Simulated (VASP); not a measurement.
Input of a VASP 6.6.1 run:

The input INCAR:

```
SYSTEM = B
PREC = Accurate
ENCUT = 520
EDIFF = 1E-6
ISMEAR = -1
SIGMA = 0.05
LREAL = .False.
LASPH = .True.
NELM = 80
ALGO = Normal
ISIF = 2
LWAVE = .False.
LCHARG = .False.
GGA = PS
NBANDS = 10
```

File KPOINTS:

```
Automatic mesh
0
Gamma
  11 11 8
  0 0 0
```

POSCAR

```
B
1.0
    3.0850000000      0.0000000000      0.0000000000
   -1.5425000000      2.6716880000      0.0000000000
    0.0000000000      0.0000000000      3.5230000000
B
2
Direct
    0.3333333333      0.6666666667      0.5000000000
    0.6666666667      0.3333333333      0.5000000000
```

Potentials or basis: VASP PAW PBE potentials, release 64 (B).

Launch:

```bash
$ cat potpaw_PBE.64/B/POTCAR > POTCAR
$ mpirun -np 1 vasp_std > vasp.out
```

Q: What does it give for the pressure?

A: -14.8 GPa.

Q: Predict the band gap on the k mesh.

A: Zero (band 3 reaches 1.74 eV, above the bottom of band 4 at -0.82 eV).

Stress tensor (GPa, compression positive):
```
-18.93   0.00   0.00
  0.00 -18.93   0.00
  0.00   0.00  -6.43
```

Caveat: the PAW data sets were made with another functional, which shifts forces and pressure a little; this functional lacks dispersion, which binds the layers, so the pressure and a relaxed spacing across them are unreliable.
